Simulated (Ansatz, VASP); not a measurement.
## NaSnF3: VASP beside Ansatz

File POSCAR:

```
NaSnF3
1.0
    4.8180254916      0.0000000000      0.0000000000
    0.0000000000      4.8180254916      0.0000000000
    0.0000000000      0.0000000000      4.8180254916
Na Sn F
1 1 3
Direct
    0.0000000000      0.0000000000      0.0000000000
    0.5000000000      0.5000000000      0.5000000000
    0.5000000000      0.5000000000      0.0000000000
    0.5000000000      0.0000000000      0.5000000000
    0.0000000000      0.5000000000      0.5000000000
```

Contents of INCAR.step1:

```
PREC = Accurate
ENCUT = 520
ISMEAR = 0
SIGMA = 0.01
LREAL = F
LASPH = T
NELM = 60
NBANDS = 29
GGA = PE
ALGO = Normal
EDIFF = 1E-4
LWAVE = T
LCHARG = F
```

Contents of INCAR.step2:

```
PREC = Accurate
ENCUT = 520
EDIFF = 1E-7
ISMEAR = 0
SIGMA = 0.01
LREAL = F
LASPH = T
NELM = 60
ALGO = Normal
ISIF = 2
LWAVE = F
LCHARG = T
METAGGA = R2SCAN
LMIXTAU = T
LELF = T
LVHAR = T
NBANDS = 29
ISTART = 1
```

File KPOINTS:

```
regular mesh
0
Gamma
  6 6 6
```

Input for Ansatz:

```yaml
crystal:
  lattice:
    - [4.8180254916, 0.0, 0.0]
    - [0.0, 4.8180254916, 0.0]
    - [0.0, 0.0, 4.8180254916]
  atoms:
    - { symbol: Na, position: [0.0, 0.0, 0.0] }
    - { symbol: Sn, position: [0.5, 0.5, 0.5] }
    - { symbol: F, position: [0.5, 0.5, 0.0] }
    - { symbol: F, position: [0.5, 0.0, 0.5] }
    - { symbol: F, position: [0.0, 0.5, 0.5] }
kpoints:
  mp_grid: { grid: [6, 6, 6] }
  band_path:
    path:
      - [0.0, 0.0, 0.0]
      - [0.0, 0.5, 0.0]
      - [0.5, 0.5, 0.0]
      - [0.5, 0.5, 0.5]
      - [0.0, 0.0, 0.5]
    npoints: 1
hamiltonian:
  xc: r2scan
scf:
  occupations: { method: fixed }
  n_extra_bands: 5
output:
  forces: true
  stress: true
  eigenvalues: true
```

Change from the starting cell: hydrostatic strain +4.0%.

Alike in both runs: task single point; functional r2SCAN; k mesh 6 × 6 × 6; no spin polarisation.

```csv
,VASP,Ansatz
version,VASP 6.6.1,Ansatz 0.2.0
potentials or method,"VASP PAW PBE potentials, release 64 (Na_pv, Sn_d, F)","plane waves, PAW"
plane-wave cutoff (eV),520,500
occupations,"gaussian, width 0.01 eV",fixed
valence electrons in the cell,42,44
```

|  | VASP | Ansatz | Ansatz less VASP |
| --- | --- | --- | --- |
| gap on the k mesh at the Fermi level (eV) | 1.81 | 1.80 | -0.007 |
| pressure (GPa) | -4.2 | -4.1 | +0.09 |

VASP's potentials were made for PBE, not for r2SCAN. VASP's potentials hold 42 valence electrons a cell and Ansatz's 44, so a difference there can come from the potentials and not from the codes.
